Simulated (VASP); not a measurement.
Wanted: the native input for a VASP 6.6.1 run.

* Task: single point
* Functional: r2SCAN
* Potentials or basis: VASP PAW PBE potentials, release 64 (Hf_pv)
* Cutoff: 520 eV
* k mesh: 18 × 18 × 18
* Occupations: gaussian, width 0.15 eV
* Spin: no spin polarisation
* Dipole correction: no
* Further INCAR settings: ALGO = Normal; EDIFF = 1e-07; NBANDS = 11

Hf:

```
Hf
1.0
     0.00000    2.22000    2.39760
     2.22000    0.00000    2.39760
     2.22000    2.22000    0.00000
Hf
1
Direct
  0.00000 0.00000 0.00000
```

This cell differs from its parent crystal: strain +0.000 along x and y, +0.080 along z.

The input as run:

POSCAR

```
Hf
1.0
    0.0000000000      2.2200000000      2.3976000000
    2.2200000000      0.0000000000      2.3976000000
    2.2200000000      2.2200000000      0.0000000000
Hf
1
Direct
    0.0000000000      0.0000000000      0.0000000000
```

INCAR.step1

```
SYSTEM = Hf
ALGO = Normal
EDIFF = 1E-4
ENCUT = 520
GGA = PE
ISMEAR = 0
LASPH = .True.
LCHARG = .False.
LREAL = .False.
LWAVE = .True.
NBANDS = 11
NELM = 60
PREC = Accurate
SIGMA = 0.15
```

INCAR.step2

```
SYSTEM = Hf
ALGO = Normal
EDIFF = 1E-7
ENCUT = 520
ISIF = 2
ISMEAR = 0
ISTART = 1
LASPH = .True.
LCHARG = .False.
LMIXTAU = .True.
LREAL = .False.
LWAVE = .False.
METAGGA = R2SCAN
NBANDS = 11
NELM = 60
PREC = Accurate
SIGMA = 0.15
```

KPOINTS

```
k-points
0
Gamma
  18 18 18
  0 0 0
```

Potentials or basis: VASP PAW PBE potentials, release 64 (Hf_pv).

Run with:

```bash
$ cat potpaw_PBE.64/Hf_pv/POTCAR > POTCAR
$ cp INCAR.step1 INCAR
$ mpirun -np 1 vasp_std > vasp.out
$ cp INCAR.step2 INCAR
$ mpirun -np 1 vasp_std > vasp.out
```

It gave:

```json
{
  "Pressure": "-5.5 GPa",
  "Band gap on the k mesh": "zero (band 5 reaches 5.43 eV, above the bottom of band 6 at 3.65 eV)"
}
```

Caveat: the cell differs from its parent crystal (strain +0.000 along x and y, +0.080 along z); the PAW data sets were made with another functional, which shifts forces and pressure a little; spin-orbit coupling is left out, which moves the levels of the heavy elements.

Run time: 110 s on 1 thread of Intel(R) Xeon(R) 6975P-C (Granite Rapids), on a shared host, peak memory 0.24 GiB.
